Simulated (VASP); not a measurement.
# CaIrN2 (R-3m) in VASP: notebook

The runs below take CaIrN2 through single point, with PBE.

Program: VASP 6.6.1. These are calculated values, not measurements. Logs are shortened: lines on timing, memory, paths and dates and some standing lists are left out, and cuts for length are marked.

## (1) The cell of the first run

It takes space group R-3m (No. 166, trigonal). The conventional cell has a = 3.298 Å, b = 3.298 Å, c = 15.028 Å, α = 90.00°, β = 90.00°, γ = 120.00°. Within 3.3 Å of Ca (site symmetry -3m) lie 6 N at 2.45 Å and 6 Ir at 3.15 Å and 6 Ca at 3.30 Å. Within 2.8 Å of Ir (site symmetry -3m) lie 6 N at 2.13 Å. Within 2.8 Å of N (site symmetry 3m) lie 3 Ir at 2.13 Å and 3 Ca at 2.45 Å and 3 N at 2.71 Å.

## (2) Single point, PBE

The input, INCAR:

```
  ALGO = Normal
  EDIFF = 1E-6
  ENCUT = 600
  GGA = PE
  GGA_COMPAT = F
  ISIF = 2
  ISMEAR = -1
  LASPH = T
  LCHARG = T
  LELF = T
  LREAL = F
  LVHAR = T
  LWAVE = F
  NBANDS = 22
  NELM = 120
  PREC = Accurate
  SIGMA = 0.1
```

The input, KPOINTS:

```
k-points
0
Gamma
  8 8 8
```

The input, POSCAR:

```
CaIrN2
1.0
    1.6488500000      0.9519639900      5.0094002200
   -1.6488500000      0.9519639900      5.0094002200
    0.0000000000     -1.9039279800      5.0094002200
Ca Ir N
1 1 2
Direct
    0.0000000000      0.0000000000      0.0000000000
    0.5000000000      0.5000000000      0.5000000000
    0.7691190000      0.7691190000      0.7691190000
    0.2308810000      0.2308810000      0.2308810000
```

Potentials or basis: VASP PAW PBE potentials, release 64 (Ca_sv, Ir, N).

Command:

```
$ cat potpaw_PBE.64/Ca_sv/POTCAR potpaw_PBE.64/Ir/POTCAR potpaw_PBE.64/N/POTCAR > POTCAR
$ mpirun -np 1 vasp_std > vasp.out
```

OUTCAR:

```text
EDIFF = 1E-6
   ENCUT = 600
   GGA = PE
   ISIF = 2
   ISMEAR = -1
   LASPH = T
   LREAL = F
   NELM = 120
   PREC = Accurate

 ion  position               nearest neighbor table
   1  0.000  0.000  0.000-   3 2.45   4 2.45   3 2.45   3 2.45   4 2.45   4 2.45   2 3.15   2 3.15
                             2 3.15   2 3.15   2 3.15   2 3.15
   2  0.500  0.500  0.500-   4 2.13   3 2.13   4 2.13   4 2.13   3 2.13   3 2.13   1 3.15   1 3.15
                             1 3.15   1 3.15   1 3.15   1 3.15
   3  0.769  0.769  0.769-   2 2.13   2 2.13   2 2.13   1 2.45   1 2.45   1 2.45
   4  0.231  0.231  0.231-   2 2.13   2 2.13   2 2.13   1 2.45   1 2.45   1 2.45

  LATTYP: Found a trigonal (rhomboedric) cell.
 ALAT       =     5.3590141187
 COS(alpha) =     0.8106686683

  Lattice vectors:

 A1 = (   1.6488500000,   0.9519639900,   5.0094002200)
 A2 = (  -1.6488500000,   0.9519639900,   5.0094002200)
 A3 = (   0.0000000000,  -1.9039279800,   5.0094002200)

Analysis of symmetry for initial positions (statically):
=====================================================================
 Subroutine PRICEL returns:
 Original cell was already a primitive cell.

 Routine SETGRP: Setting up the symmetry group for a
 trigonal (rhombohedral) supercell.

 Subroutine GETGRP returns: Found 12 space group operations
 (whereof 12 operations were pure point group operations)
 out of a pool of 12 trial point group operations.

The static configuration has the point symmetry D_3d.

Analysis of symmetry for dynamics (positions and initial velocities):
=====================================================================
 Subroutine PRICEL returns:
 Original cell was already a primitive cell.

 Routine SETGRP: Setting up the symmetry group for a
 trigonal (rhombohedral) supercell.

 Subroutine GETGRP returns: Found 12 space group operations
 (whereof 12 operations were pure point group operations)
 out of a pool of 12 trial point group operations.

The dynamic configuration has the point symmetry D_3d.

 Subroutine INISYM returns: Found 12 space group operations
 (whereof 12 operations are pure point group operations),
 and found     1 'primitive' translations

----------------------------------------------------------------------------------------

                                     Primitive cell

  volume of cell :      47.1779

  direct lattice vectors                    reciprocal lattice vectors
     1.648850000  0.951963990  5.009400220     0.303241653  0.175076650  0.066541566
    -1.648850000  0.951963990  5.009400220    -0.303241653  0.175076650  0.066541566
     0.000000000 -1.903927980  5.009400220     0.000000000 -0.350153301  0.066541566

  length of vectors
     5.359014119  5.359014119  5.359014118     0.356419856  0.356419856  0.356419856

  position of ions in fractional coordinates (direct lattice)
     0.000000000  0.000000000  0.000000000
     0.500000000  0.500000000  0.500000000
     0.769119000  0.769119000  0.769119000
     0.230881000  0.230881000  0.230881000

  ion indices of the primitive-cell ions
   primitive index   ion index
                 1           1
                 2           2
                 3           3
                 4           4

----------------------------------------------------------------------------------------

 KPOINTS: k-points

Automatic generation of k-mesh.
 Grid dimensions read from file:
 generate k-points for:    8    8    8

 Generating k-lattice:

  Cartesian coordinates                     Fractional coordinates (reciprocal lattice)
     0.037905207  0.021884581  0.008317696     0.125000000  0.000000000  0.000000000
    -0.037905207  0.021884581  0.008317696     0.000000000  0.125000000  0.000000000
     0.000000000 -0.043769163  0.008317696     0.000000000  0.000000000  0.125000000

  Length of vectors
     0.044552482  0.044552482  0.044552482

  Shift w.r.t. Gamma in fractional coordinates (k-lattice)
     0.000000000  0.000000000  0.000000000

 Subroutine IBZKPT returns following result:
 ===========================================

 Found     65 irreducible k-points:

 Following reciprocal coordinates:
            Coordinates               Weight
  0.000000  0.000000  0.000000      1.000000
  0.125000 -0.000000  0.000000      6.000000
  0.250000 -0.000000  0.000000      6.000000
  0.375000 -0.000000 -0.000000      6.000000
  0.500000 -0.000000  0.000000      3.000000
  0.125000  0.125000  0.000000      6.000000
[... 16 lines left out ...]
  0.250000  0.125000  0.125000      6.000000
  0.375000  0.125000  0.125000      6.000000
 [... further k-points ...]
   k-points           NKPTS =     65   k-points in BZ     NKDIM =     65   number of bands    NBANDS=     22
   number of dos      NEDOS =    301   number of ions     NIONS =      4
   total plane-waves  NPLWV = 110592
   dimension x,y,z NGX =    48 NGY =   48 NGZ =   48
   dimension x,y,z NGXF=    96 NGYF=   96 NGZF=   96
   ions per type =               1   1   2
   NGX,Y,Z   is equivalent  to a cutoff of  14.89, 14.89, 14.89 a.u.
   NGXF,Y,Z  is equivalent  to a cutoff of  29.78, 29.78, 29.78 a.u.
 SYSTEM =  unknown system
   PREC   = accura    normal or accurate (medium, high low for compatibility)
   ISTART =      0    job   : 0-new  1-cont  2-samecut
   ICHARG =      2    charge: 1-file 2-atom 10-const
   ISPIN  =      1    spin polarized calculation?
   LNONCOLLINEAR =      F non collinear calculations
   LSORBIT =      F    spin-orbit coupling
   LASPH  =      T    aspherical Exc in radial PAW
   ENCUT  =  600.0 eV  44.10 Ry    6.64 a.u.  10.70 10.70 10.70*2*pi/ulx,y,z
   NELM   =    120;   NELMIN=  2; NELMDL= -5     # of ELM steps
   EDIFF  = 0.1E-05   stopping-criterion for ELM
   LREAL  =      F    real-space projection
   EDIFFG = 0.1E-04   stopping-criterion for IOM
   NSW    =      0    number of steps for IOM
   IBRION =     -1    ionic relax: 0-MD 1-quasi-New 2-CG
   NFREE  =      0    steps in history (QN), initial steepest desc. (CG)
   ISIF   =      2    stress and relaxation
   ISYM   =      2    0-nonsym 1-usesym 2-fastsym
   POTIM  = 0.5000    time-step for ionic-motion
   TEBEG  =    0.0;   TEEND  =   0.0 temperature during run
   PSTRESS=    0.0 pullay stress
   NELECT =      29.0000    total number of electrons
   NUPDOWN=      -1.0000    fix difference up-down
   EMIN   =  10.00;   EMAX   =-10.00  energy-range for DOS
   EFERMI =   0.00;   METHOD = LEGACY
   ISMEAR =    -1;   SIGMA  =   0.10  broadening in eV -4-tet -1-fermi 0-gaus
   EFERMI_NEDOS =   21; number of points for ismear=-14 and -15
   IALGO  =     38    algorithm
   IMIX   =      4    mixing-type and parameters
     AMIX     =   0.40;   BMIX     =  1.00
     AMIX_MAG =   1.60;   BMIX_MAG =  1.00
  volume/ion in A,a.u.               =      11.79        79.59
  Fermi-wavevector in a.u.,A,eV,Ry     =   1.391964  2.630430 26.362149  1.937563
  Thomas-Fermi vector in A             =   2.515752
   LORBIT       =      0    0 simple, 1 ext, 2 COOP (PROOUT), +10 PAW based schemes
   GGA     = PE    functional components
   LHFCALC =     F    Hartree Fock is set to
   AEXX    =    0.0000 exact exchange contribution
   IVDW    =     0    specifies the selected vdW correction
   LEPSILON=     F    determine dielectric tensor
   LRPA    =     F    only Hartree local field effects (RPA)
 non-spin polarized calculation
  energy-cutoff  :      600.00
  volume of cell :       47.18
 maximum number of plane-waves:      1604
 NGX is ok and might be reduce to    48
   NGX = 21   NGY = 21   NGZ = 21

 number of electron      29.0000001 magnetization

 Free energy of the ion-electron system (eV)
  ---------------------------------------------------
  ext. energy  EPLUGINS =         0.00000000
  ---------------------------------------------------
  free energy    TOTEN  =       -28.36330493 eV

  energy without entropy =      -28.28702877  energy(sigma->0) =      -28.32516685

 E-fermi :   6.7180     XC(G=0): -12.1085

 val. band max:        6.7147318397   @ k =  -0.1250   0.1250   0.0000
 cond. band min:       6.7448320904   @ k =  -0.2500   0.5000   0.2500
 fundamental gap:      0.0301002506
 Fermi energy:         6.7180057716

 k-point     1 :       0.0000    0.0000    0.0000
  band No.  band energies     occupation
      1     -32.7592      2.00000
      2     -14.0798      2.00000
      3     -13.5536      2.00000
      4     -13.5536      2.00000
      5      -9.3344      2.00000
      6      -6.0972      2.00000
[... 14 lines left out ...]
     21      12.3626      0.00000
     22      13.1350      0.00000

 k-point     2 :       0.1250   -0.0000    0.0000
  band No.  band energies     occupation
      1     -32.7457      2.00000
      2     -14.0495      2.00000
      3     -13.6776      2.00000
      4     -13.5757      2.00000
      5      -9.0734      2.00000
      6      -6.3371      2.00000
[... 14 lines left out ...]
     21      12.5966      0.00000
     22      13.7882      0.00000

 k-point     3 :       0.2500   -0.0000    0.0000
  band No.  band energies     occupation
      1     -32.7130      2.00000
      2     -13.9810      2.00000
      3     -13.9468      2.00000
      4     -13.6287      2.00000
      5      -8.4359      2.00000
      6      -6.7969      2.00000
[... 14 lines left out ...]
     21      13.1771      0.00000
     22      14.4155      0.00000

 k-point     4 :       0.3750   -0.0000   -0.0000
  band No.  band energies     occupation
      1     -32.6799      2.00000
      2     -14.2152      2.00000
      3     -13.8860      2.00000
      4     -13.6811      2.00000
      5      -7.7749      2.00000
      6      -7.1413      2.00000
[... 14 lines left out ...]
     21      13.5592      0.00000
     22      14.2279      0.00000

 k-point     5 :       0.5000   -0.0000    0.0000
  band No.  band energies     occupation
      1     -32.6662      2.00000
      2     -14.3168      2.00000
      3     -13.8498      2.00000
      4     -13.7025      2.00000
      5      -7.4833      2.00000
      6      -7.2679      2.00000
[... 417 lines left out ...]
 k-point    22 :       0.1250    0.1250    0.1250
  band No.  band energies     occupation
      1     -32.7590      2.00000
      2     -14.0982      2.00000
      3     -13.5538      2.00000
      4     -13.5538      2.00000
      5      -9.2576      2.00000
      6      -6.1858      2.00000
[... 14 lines left out ...]
     21      12.2763      0.00000
     22      13.4545      0.00000

 k-point    23 :       0.2500    0.1250    0.1250
  band No.  band energies     occupation
      1     -32.7454      2.00000
      2     -14.0739      2.00000
      3     -13.6763      2.00000
      4     -13.5762      2.00000
      5      -8.9733      2.00000
      6      -6.4278      2.00000
[... 14 lines left out ...]
     21      12.7175      0.00000
     22      13.6037      0.00000

 k-point    24 :       0.3750    0.1250    0.1250
  band No.  band energies     occupation
      1     -32.7127      2.00000
      2     -13.9917      2.00000
      3     -13.9513      2.00000
      4     -13.6291      2.00000
      5      -8.3901      2.00000
      6      -6.7906      2.00000
[... 14 lines left out ...]
     21      12.8519      0.00000
     22      14.6690      0.00000

 [... further k-points ...]
[... 5 lines left out ...]
  --------------------------------------------------------------------------------------
  -------------------------------------------------------------------------------------
  Total       -0.1829407     -0.1829407     -0.0312920      0.0000000      0.0000000      0.0000000
  in kB       -6.2127271     -6.2127271     -1.0626862      0.0000000      0.0000000      0.0000000
  external PRESSURE =      -4.4960468 kB  Pullay stress =       0.0000000 kB

 VOLUME and BASIS-vectors are now :
 -----------------------------------------------------------------------------
  energy-cutoff  :      600.00
  volume of cell :       47.18
      direct lattice vectors                 reciprocal lattice vectors
     1.648850000  0.951963990  5.009400220     0.303241653  0.175076650  0.066541566
    -1.648850000  0.951963990  5.009400220    -0.303241653  0.175076650  0.066541566
     0.000000000 -1.903927980  5.009400220     0.000000000 -0.350153301  0.066541566

 POSITION                                       TOTAL-FORCE (eV/Angst)
 -----------------------------------------------------------------------------------
      0.00000      0.00000      0.00000         0.000000     -0.000000     -0.000000
      0.00000      0.00000      7.51410         0.000000     -0.000000      0.000000
      0.00000      0.00000     11.55847         0.000000      0.000000     -0.031117
      0.00000      0.00000      3.46973         0.000000      0.000000      0.031117
 -----------------------------------------------------------------------------------
    total drift:                                0.000000      0.000000      0.000000

  FREE ENERGIE OF THE ION-ELECTRON SYSTEM (eV)
  ---------------------------------------------------
  free  energy   TOTEN  =       -28.3633049253 eV

  energy  without entropy=      -28.2870287714  energy(sigma->0) =      -28.32516685
```

Wall time 6.3 min (1 thread of Intel Xeon 8259CL, shared host); peak memory 0.38 GiB.

What came out:

```
Free energy            : -28.3633 eV
Pressure               : -0.4 GPa
Largest force          : 0.031 eV/Å
Band gap on the k mesh : zero (an odd number of electrons rules out a gap without spin polarisation)
```

Forces in eV/Å, atoms in the order of the input:
```
Ca   0.000  0.000  0.000
Ir   0.000  0.000  0.000
N    0.000  0.000 -0.031
N    0.000  0.000  0.031
```

Stress tensor (GPa, compression positive):
```
-0.62  0.00  0.00
 0.00 -0.62  0.00
 0.00  0.00 -0.11
```

Caveat: spin-orbit coupling is left out, which moves the levels of the heavy elements.

## (3) Single point, PBE

This run uses another cell than the first one, of 12.27 Å³/atom.

The input, INCAR:

```
  PREC = Accurate
  ENCUT = 600
  EDIFF = 1E-6
  ISMEAR = -1
  SIGMA = 0.1
  LREAL = F
  LASPH = T
  NELM = 120
  ALGO = Normal
  ISIF = 2
  LWAVE = F
  LCHARG = F
  GGA = PE
  NBANDS = 22
  GGA_COMPAT = F
```

The input, KPOINTS:

```
regular mesh
0
Gamma
  8 8 8
```

The input, POSCAR:

```
CaIrN2
1.0
    1.6705478830      0.9644912686      5.0753209404
   -1.6705478830      0.9644912686      5.0753209404
    0.0000000000     -1.9289825371      5.0753209404
Ca Ir N
1 1 2
Direct
    0.0000000000      0.0000000000      0.0000000000
    0.5000000000      0.5000000000      0.5000000000
    0.7691190000      0.7691190000      0.7691190000
    0.2308810000      0.2308810000      0.2308810000
```

Potentials or basis: VASP PAW PBE potentials, release 64 (Ca_sv, Ir, N).

Command:

```
$ cat potpaw_PBE.64/Ca_sv/POTCAR potpaw_PBE.64/Ir/POTCAR potpaw_PBE.64/N/POTCAR > POTCAR
$ mpirun -np 1 vasp_std > vasp.out
```

Run time: 6.5 min. Hardware: 1 thread of Intel Xeon 8259CL, shared host; peak memory 0.38 GiB.

The run converged. Its results:

```yaml
Free_energy: -28.3145 eV
Pressure: -8.0 GPa
Largest_force: 0.179 eV/Å
Band_gap_on_the_k_mesh: zero (an odd number of electrons rules out a gap without spin polarisation)
```

Forces in eV/Å, atoms in the order of the input:
```
Ca   0.000  0.000  0.000
Ir   0.000  0.000  0.000
N    0.000  0.000  0.179
N    0.000  0.000 -0.179
```

Stress tensor (GPa, compression positive):
```
-8.69  0.00  0.00
 0.00 -8.69  0.00
 0.00  0.00 -6.48
```

Levels at points of the mesh, in eV from the Fermi level:
```csv
k point,band 11,band 12,band 13,band 14,band 15,band 16,band 17,band 18,band 19,band 20
"(0.00, 0.00, 0.00)",-2.20,-1.13,-1.13,-0.81,-0.27,2.94,2.94,3.52,5.29,5.54
"(0.50, 0.00, 0.00)",-2.97,-2.61,-1.38,-1.20,-0.72,2.95,3.06,3.82,6.54,6.80
"(0.50, 0.50, 0.00)",-2.59,-2.05,-1.37,-1.24,-0.97,2.75,3.21,4.43,6.27,6.87
"(0.50, 0.50, 0.50)",-2.08,-2.08,-1.70,-1.70,-0.25,3.25,4.21,4.21,5.00,5.00
```

Caveat: the cell stands under tension; spin-orbit coupling is left out, which moves the levels of the heavy elements.

## (4) Single point, PBE

This run uses another cell than the first one, of 12.74 Å³/atom.

The input, INCAR:

```
SYSTEM = CaIrN2
PREC = Accurate ; ENCUT = 600
EDIFF = 1E-6 ; ISMEAR = -1
SIGMA = 0.1 ; LREAL = .FALSE.
LASPH = .TRUE. ; NELM = 120
ALGO = Normal ; ISIF = 2
LWAVE = .FALSE. ; LCHARG = .TRUE.
GGA = PE ; LELF = .TRUE.
LVHAR = .TRUE. ; NBANDS = 22
GGA_COMPAT = .FALSE.
```

The input, KPOINTS:

```
regular mesh
0
G
  8 8 8
  0 0 0
```

The input, POSCAR:

```
CaIrN2
1.0
    1.6916963038      0.9767013150      5.1395723301
   -1.6916963038      0.9767013150      5.1395723301
    0.0000000000     -1.9534026300      5.1395723301
Ca Ir N
1 1 2
Direct
    0.0000000000      0.0000000000      0.0000000000
    0.5000000000      0.5000000000      0.5000000000
    0.7691190000      0.7691190000      0.7691190000
    0.2308810000      0.2308810000      0.2308810000
```

Command:

```
$ cat potpaw_PBE.64/Ca_sv/POTCAR potpaw_PBE.64/Ir/POTCAR potpaw_PBE.64/N/POTCAR > POTCAR
$ mpirun -np 1 vasp_std > vasp.out
```

Wall time 6.3 min (1 thread of Intel Xeon 8259CL, shared host); peak memory 0.39 GiB.

The run converged. Its results:

* Free energy: -28.1867 eV
* Pressure: -13.9 GPa
* Largest force: 0.353 eV/Å
* Band gap on the k mesh: zero (an odd number of electrons rules out a gap without spin polarisation)

Forces in eV/Å, atoms in the order of the input:
```
Ca   0.000  0.000  0.000
Ir   0.000  0.000  0.000
N    0.000  0.000  0.353
N    0.000  0.000 -0.353
```

Stress tensor (GPa, compression positive):
```
-15.07   0.00   0.00
  0.00 -15.07   0.00
  0.00   0.00 -11.60
```

Levels at points of the mesh, in eV from the Fermi level:
```tsv
k point	band 13	band 14	band 15	band 16	band 17	band 18
(0.00, 0.00, 0.00)	-1.05	-0.74	-0.28	2.86	2.86	3.32
(0.50, 0.00, 0.00)	-1.32	-1.14	-0.71	2.85	2.98	3.64
(0.50, 0.50, 0.00)	-1.30	-1.19	-0.93	2.56	3.09	4.33
(0.50, 0.50, 0.50)	-1.59	-1.59	-0.28	3.30	4.01	4.01
```

Caveat: the cell stands under tension; spin-orbit coupling is left out, which moves the levels of the heavy elements.

[end of part 1 of 2]
